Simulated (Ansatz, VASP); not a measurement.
Be in VASP and in Ansatz

```
Be
1.0
     4.60963    2.66137    0.71194
    -4.60963    2.66137    0.71194
     0.00000   -5.32274    0.71194
Be
6
Direct
  0.39983 0.25798 0.97922
  0.97922 0.39983 0.25798
  0.25798 0.97922 0.39983
  0.60017 0.74202 0.02078
  0.02078 0.60017 0.74202
  0.74202 0.02078 0.60017
```

Alike in both runs: functional PBE; k mesh 18 × 18 × 18; occupations gaussian, width 0.1 eV; no spin polarisation.

Ansatz relaxed the structure, and its values are those at the end. VASP's run is a single point on that final structure, the one shown.

|  | VASP | Ansatz |
| --- | --- | --- |
| version | VASP 6.6.1 | Ansatz 0.2.0 |
| potentials or method | VASP PAW PBE potentials, release 64 (Be), cutoff 520 eV | scalar-relativistic, plane waves, PAW |
| valence electrons in the cell | 12 | 12 |

|  | VASP | Ansatz | Ansatz less VASP |
| --- | --- | --- | --- |
| gap on the k mesh at the Fermi level (eV) | none | none | - |
| pressure (GPa) | 0.1 | 0.0 | -0.14 |

A gap of «none» marks a metal or a gap that the smearing closes.
